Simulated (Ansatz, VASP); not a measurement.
**Two plane-wave programs on SrCl2**

The input INCAR:

```
SYSTEM = SrCl2
PREC     = Accurate       ! precision mode
ENCUT    = 520            ! plane-wave cutoff, eV
EDIFF    = 1E-6           ! SCF threshold, eV
ISMEAR   = 0              ! smearing method
SIGMA    = 0.05           ! smearing width, eV
LREAL    = .False.        ! projectors in reciprocal space
LASPH    = .True.         ! aspherical terms in the spheres
NELM     = 80             ! most SCF steps
ALGO     = Normal         ! electronic algorithm
ISIF     = 2              ! what is computed and relaxed
LWAVE    = .False.        ! write WAVECAR
LCHARG   = .True.         ! write CHGCAR
GGA      = PE             ! functional
LELF     = .True.         ! ELF
LVHAR    = .True.       
NBANDS   = 19             ! bands
```

KPOINTS

```
regular mesh
0
Gamma
  6 6 6
  0 0 0
```

File POSCAR:

```
SrCl2
1.0
    0.0000000000      3.4157900000      3.4855000000
    3.4855000000      0.0000000000      3.4855000000
    3.4855000000      3.4157900000      0.0000000000
Sr Cl
1 2
Direct
    0.0000000000      0.0000000000      0.0000000000
    0.2500000000      0.2500000000      0.2500000000
    0.7500000000      0.7500000000      0.7500000000
```

Input for Ansatz:

```yaml
crystal:
  lattice:
    - [0.0, 3.41579, 3.4855]
    - [3.4855, 0.0, 3.4855]
    - [3.4855, 3.41579, 0.0]
  atoms:
    - { symbol: Sr, position: [0.0, 0.0, 0.0] }
    - { symbol: Cl, position: [0.25, 0.25, 0.25] }
    - { symbol: Cl, position: [0.75, 0.75, 0.75] }
basis:
  ecutwfc: 420
kpoints:
  mp_grid: { grid: [6, 6, 6] }
hamiltonian:
  xc: pbe
scf:
  occupations: { method: gaussian, width: 0.05 }
output:
  forces: true
  stress: true
  eigenvalues: true
```

Change from the starting cell: strain -0.0200 x Voigt [0, 1, 0, 0, 0, 0], atoms carried along.

Alike in both runs: task single point; functional PBE; k mesh 6 × 6 × 6; occupations gaussian, width 0.05 eV; no spin polarisation.

|  | VASP | Ansatz |
| --- | --- | --- |
| version | VASP 6.6.1 | Ansatz 0.2.0 |
| potentials or method | VASP PAW PBE potentials, release 64 (Sr_sv, Cl), cutoff 520 eV | scalar-relativistic, plane waves, PAW |
| valence electrons in the cell | 24 | 24 |

```tsv
	VASP	Ansatz	Ansatz less VASP
gap on the k mesh at the Fermi level (eV)	5.32	5.33	+0.005
least direct gap on the mesh (eV)	5.41	5.41	+0.002
pressure (GPa)	2.0	1.9	-0.09
traceless stress, the component that is largest in VASP (GPa)	0.72	0.73	+0.004
```

With one functional, cell and mesh, what is left measures potentials, basis and numerics.
